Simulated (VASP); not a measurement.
# CdWF6 (R-3) in VASP: single point with PBEsol

Aim: the single point of CdWF6 with PBEsol.

All numbers are computed with VASP 6.6.1; they aren't measurements. Logs are shortened: lines on timing, memory, paths and dates and some standing lists are left out, and cuts for length are marked.

## 1. The cell of the first run

It takes space group R-3 (No. 148, trigonal). Conventional cell: a = 5.985 Å, b = 5.985 Å, c = 17.409 Å, α = 90.00°, β = 90.00°, γ = 120.00°. Cd (site symmetry -3) has 18 F at 3.51 to 4.43 Å and 6 W at 4.51 Å within 4.6 Å. Within 2.5 Å of W (site symmetry -3) lie 6 F at 1.85 Å. F (site symmetry 1) has 1 W at 1.85 Å within 2.5 Å.

## 2. Single point, PBEsol

Contents of INCAR:

```
ALGO     = Normal         # electronic algorithm
EDIFF    = 1E-6           # SCF threshold, eV
ENCUT    = 700            # plane-wave cutoff, eV
GGA      = PS             # functional
GGA_COMPAT= False        
ISIF     = 2              # what is computed and relaxed
ISMEAR   = -1             # smearing method
LASPH    = True           # aspherical terms in the spheres
LCHARG   = True           # write CHGCAR
LELF     = True           # ELF
LREAL    = False          # projectors in reciprocal space
LVHAR    = True         
LWAVE    = False          # write WAVECAR
NBANDS   = 48             # bands
NELM     = 120            # most SCF steps
PREC     = Accurate       # precision mode
SIGMA    = 0.0114         # smearing width, eV
```

Contents of KPOINTS:

```
k-points
0
Gamma
  4 4 4
```

Contents of POSCAR:

```
CdWF6
1.0
    2.9926417163      5.1834075016      0.0000001819
   -2.9926417163      5.1834075016      0.0000001819
    0.0000000000     -3.4556052046      5.8028789808
Cd W F
1 1 6
Direct
    0.5000000000      0.5000000000      0.5000000000
    0.0000000000      0.0000000000      0.0000000000
    0.0821614514      0.6478018090      0.8147154445
    1.0847521840      0.0821614514      0.8147154445
    0.6478018090      1.0847521840      0.8147154445
    0.9178385486      0.3521981910      0.1852845555
   -0.0847521840      0.9178385486      0.1852845555
    0.3521981910     -0.0847521840      0.1852845555
```

Potentials or basis: VASP PAW PBE potentials, release 64 (Cd_sv_GW, W_sv, F).

Launch:

```
cat potpaw_PBE.64/Cd_sv_GW/POTCAR potpaw_PBE.64/W_sv/POTCAR potpaw_PBE.64/F/POTCAR > POTCAR
mpirun -np 1 vasp_std > vasp.out
```

OUTCAR:

```text
EDIFF = 1E-6
   ENCUT = 700
   GGA = PS
   ISIF = 2
   ISMEAR = -1
   LASPH = True
   LREAL = False
   NELM = 120
   PREC = Accurate

 ion  position               nearest neighbor table
   1  0.500  0.500  0.500-
   2  0.000  0.000  0.000-   4 1.85   7 1.85   5 1.85   8 1.85   3 1.85   6 1.85
   3  0.082  0.648  0.815-   2 1.85
   4  0.085  0.082  0.815-   2 1.85
   5  0.648  0.085  0.815-   2 1.85
   6  0.918  0.352  0.185-   2 1.85
   7  0.915  0.918  0.185-   2 1.85
   8  0.352  0.915  0.185-   2 1.85

  LATTYP: Found a trigonal (rhomboedric) cell.
 ALAT       =     6.7538590300
 COS(alpha) =     0.6073230007

  Lattice vectors:

 A1 = (  -2.9926417163,   1.7278022970,   5.8028791627)
 A2 = (   0.0000000000,  -3.4556052046,   5.8028789808)
 A3 = (   2.9926417163,   1.7278022970,   5.8028791627)

Analysis of symmetry for initial positions (statically):
=====================================================================
 Subroutine PRICEL returns:
 Original cell was already a primitive cell.

 Routine SETGRP: Setting up the symmetry group for a
 trigonal (rhombohedral) supercell.

 Subroutine GETGRP returns: Found  6 space group operations
 (whereof  6 operations were pure point group operations)
 out of a pool of 12 trial point group operations.

The static configuration has the point symmetry S_6 .

Analysis of symmetry for dynamics (positions and initial velocities):
=====================================================================
 Subroutine PRICEL returns:
 Original cell was already a primitive cell.

 Routine SETGRP: Setting up the symmetry group for a
 trigonal (rhombohedral) supercell.

 Subroutine GETGRP returns: Found  6 space group operations
 (whereof  6 operations were pure point group operations)
 out of a pool of 12 trial point group operations.

The dynamic configuration has the point symmetry S_6 .

 Subroutine INISYM returns: Found  6 space group operations
 (whereof  6 operations are pure point group operations),
 and found     1 'primitive' translations

----------------------------------------------------------------------------------------

                                     Primitive cell

  volume of cell :     180.0295

  direct lattice vectors                    reciprocal lattice vectors
     2.992641716  5.183407502  0.000000182     0.167076465  0.096461640  0.057442753
    -2.992641716  5.183407502  0.000000182    -0.167076465  0.096461640  0.057442753
     0.000000000 -3.455605205  5.802878981     0.000000000 -0.000000006  0.172328250

  length of vectors
     5.985283433  5.985283433  6.753859030     0.201293475  0.201293475  0.172328250

  position of ions in fractional coordinates (direct lattice)
     0.500000000  0.500000000  0.500000000
     0.000000000  0.000000000  0.000000000
     0.082161451  0.647801809  0.814715445
     0.084752184  0.082161451  0.814715445
     0.647801809  0.084752184  0.814715445
     0.917838549  0.352198191  0.185284555
     0.915247816  0.917838549  0.185284555
     0.352198191  0.915247816  0.185284555

  ion indices of the primitive-cell ions
   primitive index   ion index
                 1           1
                 2           2
                 3           3
                 4           4
                 5           5
                 6           6
                 7           7
                 8           8

----------------------------------------------------------------------------------------

 KPOINTS: k-points

Automatic generation of k-mesh.
 Grid dimensions read from file:
 generate k-points for:    4    4    4

 Generating k-lattice:

  Cartesian coordinates                     Fractional coordinates (reciprocal lattice)
     0.041769116  0.024115410  0.014360688     0.250000000 -0.000000000  0.000000000
    -0.041769116  0.024115410  0.014360688    -0.000000000  0.250000000  0.000000000
     0.000000000 -0.000000002  0.043082062     0.000000000  0.000000000  0.250000000

  Length of vectors
     0.050323369  0.050323369  0.043082062

  Shift w.r.t. Gamma in fractional coordinates (k-lattice)
     0.000000000  0.000000000  0.000000000

 Subroutine IBZKPT returns following result:
 ===========================================

 Found     14 irreducible k-points:

 Following reciprocal coordinates:
            Coordinates               Weight
  0.000000  0.000000  0.000000      1.000000
  0.250000  0.000000  0.000000      6.000000
  0.500000  0.000000  0.000000      3.000000
  0.250000  0.250000  0.000000      6.000000
  0.500000  0.250000  0.000000      6.000000
 -0.250000  0.250000 -0.250000      6.000000
 -0.250000  0.250000  0.000000      6.000000
  0.500000  0.500000  0.000000      3.000000
  0.000000  0.000000  0.250000      2.000000
  0.250000 -0.000000  0.250000      6.000000
  0.500000  0.000000  0.250000      6.000000
  0.250000  0.250000  0.250000      6.000000
  0.500000  0.250000  0.250000      6.000000
  0.000000  0.000000  0.500000      1.000000
   k-points           NKPTS =     14   k-points in BZ     NKDIM =     14   number of bands    NBANDS=     48
   number of dos      NEDOS =    301   number of ions     NIONS =      8
   total plane-waves  NPLWV = 174960
   dimension x,y,z NGX =    54 NGY =   54 NGZ =   60
   dimension x,y,z NGXF=   108 NGYF=  108 NGZF=  120
   ions per type =               1   1   6
   NGX,Y,Z   is equivalent  to a cutoff of  15.00, 15.00, 14.77 a.u.
   NGXF,Y,Z  is equivalent  to a cutoff of  30.00, 30.00, 29.54 a.u.
 SYSTEM =  unknown system
   PREC   = accura    normal or accurate (medium, high low for compatibility)
   ISTART =      0    job   : 0-new  1-cont  2-samecut
   ICHARG =      2    charge: 1-file 2-atom 10-const
   ISPIN  =      1    spin polarized calculation?
   LNONCOLLINEAR =      F non collinear calculations
   LSORBIT =      F    spin-orbit coupling
   LASPH  =      T    aspherical Exc in radial PAW
   ENCUT  =  700.0 eV  51.45 Ry    7.17 a.u.  12.91 12.91 14.57*2*pi/ulx,y,z
   NELM   =    120;   NELMIN=  2; NELMDL= -5     # of ELM steps
   EDIFF  = 0.1E-05   stopping-criterion for ELM
   LREAL  =      F    real-space projection
   EDIFFG = 0.1E-04   stopping-criterion for IOM
   NSW    =      0    number of steps for IOM
   IBRION =     -1    ionic relax: 0-MD 1-quasi-New 2-CG
   NFREE  =      0    steps in history (QN), initial steepest desc. (CG)
   ISIF   =      2    stress and relaxation
   ISYM   =      2    0-nonsym 1-usesym 2-fastsym
   POTIM  = 0.5000    time-step for ionic-motion
   TEBEG  =    0.0;   TEEND  =   0.0 temperature during run
   PSTRESS=    0.0 pullay stress
   NELECT =      76.0000    total number of electrons
   NUPDOWN=      -1.0000    fix difference up-down
   EMIN   =  10.00;   EMAX   =-10.00  energy-range for DOS
   EFERMI =   0.00;   METHOD = LEGACY
   ISMEAR =    -1;   SIGMA  =   0.01  broadening in eV -4-tet -1-fermi 0-gaus
   EFERMI_NEDOS =   21; number of points for ismear=-14 and -15
   IALGO  =     38    algorithm
   IMIX   =      4    mixing-type and parameters
     AMIX     =   0.40;   BMIX     =  1.00
     AMIX_MAG =   1.60;   BMIX_MAG =  1.00
  volume/ion in A,a.u.               =      22.50       151.86
  Fermi-wavevector in a.u.,A,eV,Ry     =   1.228094  2.320761 20.520498  1.508214
  Thomas-Fermi vector in A             =   2.363032
   LORBIT       =      0    0 simple, 1 ext, 2 COOP (PROOUT), +10 PAW based schemes
   GGA     = PS    functional components
   LHFCALC =     F    Hartree Fock is set to
   AEXX    =    0.0000 exact exchange contribution
   IVDW    =     0    specifies the selected vdW correction
   LEPSILON=     F    determine dielectric tensor
   LRPA    =     F    only Hartree local field effects (RPA)
 non-spin polarized calculation
  energy-cutoff  :      700.00
  volume of cell :      180.03
 maximum number of plane-waves:      7584
 NGX is ok and might be reduce to    54
   NGX = 25   NGY = 25   NGZ = 29

 number of electron      75.9999998 magnetization

 Free energy of the ion-electron system (eV)
  ---------------------------------------------------
  ext. energy  EPLUGINS =         0.00000000
  ---------------------------------------------------
  free energy    TOTEN  =       -44.33235706 eV

  energy without entropy =      -44.33235706  energy(sigma->0) =      -44.33235706

 E-fermi :  -0.3038     XC(G=0):  -7.4376

 val. band max:       -0.6183125983   @ k =   0.5000   0.0000   0.0000
 cond. band min:       0.0114084175   @ k =   0.0000   0.0000   0.5000
 fundamental gap:      0.6297210157
 Fermi energy:        -0.3038353573

 k-point     1 :       0.0000    0.0000    0.0000
  band No.  band energies     occupation
      1    -101.0957      2.00000
      2     -78.4391      2.00000
      3     -62.1862      2.00000
      4     -62.1760      2.00000
      5     -62.1760      2.00000
      6     -42.7976      2.00000
[... 40 lines left out ...]
     47       5.5506      0.00000
     48       7.4784      0.00000

 k-point     2 :       0.2500    0.0000    0.0000
  band No.  band energies     occupation
      1    -101.0957      2.00000
      2     -78.4391      2.00000
      3     -62.1862      2.00000
      4     -62.1760      2.00000
      5     -62.1760      2.00000
      6     -42.7976      2.00000
[... 40 lines left out ...]
     47       6.4816      0.00000
     48       7.8971      0.00000

 k-point     3 :       0.5000    0.0000    0.0000
  band No.  band energies     occupation
      1    -101.0957      2.00000
      2     -78.4391      2.00000
      3     -62.1862      2.00000
      4     -62.1760      2.00000
      5     -62.1760      2.00000
      6     -42.7976      2.00000
[... 550 lines left out ...]
     47       7.1908      0.00000
     48       7.7893      0.00000

 k-point    14 :       0.0000    0.0000    0.5000
  band No.  band energies     occupation
      1    -101.0957      2.00000
      2     -78.4391      2.00000
      3     -62.1862      2.00000
      4     -62.1760      2.00000
      5     -62.1760      2.00000
      6     -42.7976      2.00000
[... 40 lines left out ...]
     47       6.8004      0.00000
     48       8.3987      0.00000

------------------------ aborting loop because EDIFF is reached ----------------------------------------

  FORCE on cell =-STRESS in cart. coord.  units (eV):
  Direction    XX          YY          ZZ          XY          YZ          ZX
  --------------------------------------------------------------------------------------
  -------------------------------------------------------------------------------------
  Total        1.2175333      1.2175333      1.3160112     -0.0000001     -0.0000000      0.0000000
  in kB       10.8354721     10.8354721     11.7118786     -0.0000005     -0.0000000      0.0000000
  external PRESSURE =      11.1276076 kB  Pullay stress =       0.0000000 kB

 VOLUME and BASIS-vectors are now :
 -----------------------------------------------------------------------------
  energy-cutoff  :      700.00
  volume of cell :      180.03
      direct lattice vectors                 reciprocal lattice vectors
     2.992641716  5.183407502  0.000000182     0.167076465  0.096461640  0.057442753
    -2.992641716  5.183407502  0.000000182    -0.167076465  0.096461640  0.057442753
     0.000000000 -3.455605205  5.802878981     0.000000000 -0.000000006  0.172328250

 POSITION                                       TOTAL-FORCE (eV/Angst)
 -----------------------------------------------------------------------------------
      0.00000      3.45560      2.90144         0.000000     -0.000000     -0.000000
      0.00000      0.00000      0.00000         0.000000     -0.000000      0.000000
     -1.69276      0.96836      4.72770         0.300118     -0.175212     -0.249393
      0.00775     -1.95015      4.72770         0.001679      0.347516     -0.249393
      1.68501      0.98179      4.72770        -0.301797     -0.172304     -0.249393
      1.69276      5.94285      1.07518        -0.300118      0.175212      0.249393
     -0.00775      8.86136      1.07518        -0.001679     -0.347516      0.249393
     -1.68501      5.92942      1.07518         0.301797      0.172304      0.249393
 -----------------------------------------------------------------------------------
    total drift:                               -0.000000      0.000000      0.000000

  FREE ENERGIE OF THE ION-ELECTRON SYSTEM (eV)
  ---------------------------------------------------
  free  energy   TOTEN  =       -44.3323570554 eV

  energy  without entropy=      -44.3323570554  energy(sigma->0) =      -44.33235706
```

Run time: 4.5 min. Hardware: 1 thread of Intel Xeon Platinum 8259CL at 2.50GHz (Skylake/Cascade Lake), shared host; peak memory 0.55 GiB.

What came out:

```
Free energy            : -44.3324 eV
Pressure               : 1.1 GPa
Largest force          : 0.428 eV/Å
Band gap on the k mesh : 0.63 eV (least direct gap 0.64 eV)
```

Forces on the atoms (eV/Å):
```
Cd   0.000  0.000  0.000
W    0.000  0.000  0.000
F    0.300 -0.175 -0.249
F    0.002  0.348 -0.249
F   -0.302 -0.172 -0.249
F   -0.300  0.175  0.249
F   -0.002 -0.348  0.249
F    0.302  0.172  0.249
```

Stress tensor (GPa, compression positive):
```
1.08 0.00 0.00
0.00 1.08 0.00
0.00 0.00 1.17
```

Caveat: the PAW data sets were made with another functional, which shifts forces and pressure a little; spin-orbit coupling is left out, which moves the levels of the heavy elements. A k mesh can miss the band edges.
